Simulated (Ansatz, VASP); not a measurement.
**PtSe2: VASP beside Ansatz**

The input INCAR:

```
SYSTEM = PtSe2
  PREC = Accurate
  ENCUT = 520
  EDIFF = 1E-6
  ISMEAR = -1
  SIGMA = 0.05
  LREAL = .False.
  LASPH = .True.
  NELM = 150
  ALGO = Normal
  ISIF = 2
  LWAVE = .False.
  LCHARG = .True.
  MAGMOM = 0 0 0 0 0 0 0 0 0
  LORBIT = 11
  LSORBIT = .True.
  GGA_COMPAT = .False.
  LORBMOM = .True.
  LMAXMIX = 4
  GGA = PE
  LVHAR = .True.
  NBANDS = 35
```

File KPOINTS:

```
Automatic mesh
0
Gamma
  8 8 5
  0 0 0
```

Contents of POSCAR:

```
PtSe2
1.0
    3.7240000000      0.0000000000      0.0000000000
   -1.8620000000      3.2250786037      0.0000000000
    0.0000000000      0.0000000000      5.0620000000
Pt Se
1 2
Direct
    0.0000000000      0.0000000000      0.0000000000
    0.6666666667      0.3333333333      0.7500000000
    0.3333333333      0.6666666667      0.2500000000
```

Contents of input.yaml:

```yaml
crystal:
  lattice:
    - [3.724, 0.0, 0.0]
    - [-1.862, 3.2250786037, 0.0]
    - [0.0, 0.0, 5.062]
  atoms:
    - { symbol: Pt, position: [0.0, 0.0, 0.0] }
    - { symbol: Se, position: [0.6666666667, 0.3333333333, 0.75] }
    - { symbol: Se, position: [0.3333333333, 0.6666666667, 0.25] }
hamiltonian:
  xc: pbe
  pseudopotentials: { kind: paw_fr }
magnetization:
  noncollinear: true
  spin_orbit: true
kpoints:
  mp_grid: { grid: [8, 8, 5] }
  band_path:
    path:
      - [[0.0, 0.0, 0.0], [0.5, 0.0, 0.0], [0.3333333333, 0.3333333333, 0.0], [0.0, 0.0, 0.0], [0.0, 0.0, 0.5], [0.5, 0.0, 0.5], [0.3333333333, 0.3333333333, 0.5], [0.0, 0.0, 0.5]]
      - [[0.5, 0.0, 0.5], [0.5, 0.0, 0.0]]
      - [[0.3333333333, 0.3333333333, 0.0], [0.3333333333, 0.3333333333, 0.5]]
    npoints: 14
scf:
  occupations: { method: fermi_dirac, width: 0.05 }
  n_extra_bands: 7
output:
  forces: true
  stress: true
  eigenvalues: true
  fatbands: false
  write_density: true
  write_potential: true
  elf: true
  volumetric_format: npy
```

Alike in both runs: functional PBE; k mesh 8 × 8 × 5; occupations fermi-dirac, width 0.05 eV; non-collinear spin, spin-orbit coupling.

```csv
,VASP,Ansatz
version,VASP 6.6.1,Ansatz 0.2.0
potentials or method,"VASP PAW PBE potentials, release 64 (Pt, Se)",Ansatz PAW
plane-wave cutoff (eV),520,420
valence electrons in the cell,22,50
task,single point,band structure
```

Ansatz gave:

| Item | Value |
| --- | --- |
| pressure (GPa) | 7.3 |
| traceless stress, the component that is largest in VASP (GPa) | -1.10 |
| rms of the force components (eV/Å) | 0.283 |
| net moment per atom (μB) | 0.00 |

Task: Which values does VASP return?

Result: Pressure (GPa): 7.5; traceless stress, the component that is largest in VASP (GPa): -1.15; rms of the force components (eV/Å): 0.295; net moment per atom (μB): 0.00.

Atom by atom the forces differ by 0.012 eV/Å (rms over components). VASP's potentials hold 22 valence electrons a cell and Ansatz's 50, so a difference there can come from the potentials and not from the codes.
